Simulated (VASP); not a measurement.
Wanted: the native input for a VASP 6.6.1 run.

```yaml
Task: single point
Functional: PBEsol
Potentials_or_basis: VASP PAW PBE potentials, release 64 (Si, Cu)
Cutoff: 520 eV
k_mesh: 2 × 2 × 2
Occupations: fermi-dirac, width 0.02 eV
Spin: collinear spin, zero start
Starting_moments: "[0.0, 0.0, 0.0, 0.0, 0.0, 0.0, 0.0, 0.0, 0.0, 0.0, 0.0, 0.0, 0.0, 0.0, 0.0, 0.0, 0.0] μB"
Dipole_correction: no
Further_INCAR_settings: LREAL = Auto; ALGO = Normal; EDIFF = 1e-07; NBANDS = 56
```

The structure of CuSi16 (a cell with a defect) lies in POSCAR:

```
CuSi16
1.0
    0.0000000000      5.4300000000      5.4300000000
    5.4300000000      0.0000000000      5.4300000000
    5.4300000000      5.4300000000      0.0000000000
Si Cu
16 1
Direct
    0.0045630755     -0.0073825967      0.0040004604
    0.1290827808      0.1163849908      0.1285223757
    0.0066653775     -0.0018876611      0.5019276243
    0.1321473297      0.1289388582      0.6187344383
   -0.0095804788      0.4909071823     -0.0101346225
    0.1102199816      0.6256512891      0.1096623389
    0.0047826888      0.5127316759      0.4776213628
    0.1292674033      0.6247453039      0.6143773481
    0.5024881215     -0.0018851750      0.0061050645
    0.6192967772      0.1289422652      0.1315840700
    0.5054827808      0.0085929098      0.5049194291
    0.6336753223      0.1244887661      0.6331151013
    0.4781805709      0.5127336096      0.0042197974
    0.6149312155      0.6247477901      0.1287094843
    0.5027170350      0.4970877532      0.5021590239
    0.6198209945      0.6355952118      0.6192594843
    0.8370268877      0.3477970534      0.8364631676
```

These files were run (other wordings do the same):

INCAR

```
  PREC = Accurate
  ENCUT = 520
  EDIFF = 1E-7
  ISMEAR = -1
  SIGMA = 0.02
  LREAL = Auto
  LASPH = True
  NELM = 150
  ALGO = Normal
  ISIF = 2
  LWAVE = False
  LCHARG = False
  ISPIN = 2
  MAGMOM = 0 0 0 0 0 0 0 0 0 0 0 0 0 0 0 0 0
  LORBIT = 11
  LMAXMIX = 4
  GGA = PS
  NBANDS = 56
```

KPOINTS

```
regular mesh
0
Gamma
  2 2 2
```

Potentials or basis: VASP PAW PBE potentials, release 64 (Si, Cu).

Run with:

```sh
$ cat potpaw_PBE.64/Si/POTCAR potpaw_PBE.64/Cu/POTCAR > POTCAR
$ mpirun -np 1 vasp_std > vasp.out
```

Results of the run:

| Property | Result |
| --- | --- |
| Pressure | 2.3 GPa |
| Largest force | 0.077 eV/Å |
| Net moment | 0.00 μB per cell |
| Valence electrons inside the program's atomic spheres | Si 1.69, 1.70, 1.68 (each value once); Cu 10.17 |

Caveat: the k points lie up to 0.50 Å⁻¹ apart; no moment was typed at the start, so none could form; the PAW data sets were made with another functional, which shifts forces and pressure a little.

It took 11 min on 1 thread of Intel(R) Xeon(R) Platinum 8375C CPU @ 2.90GHz (Ice Lake) (shared host), peak memory 0.71 GiB.
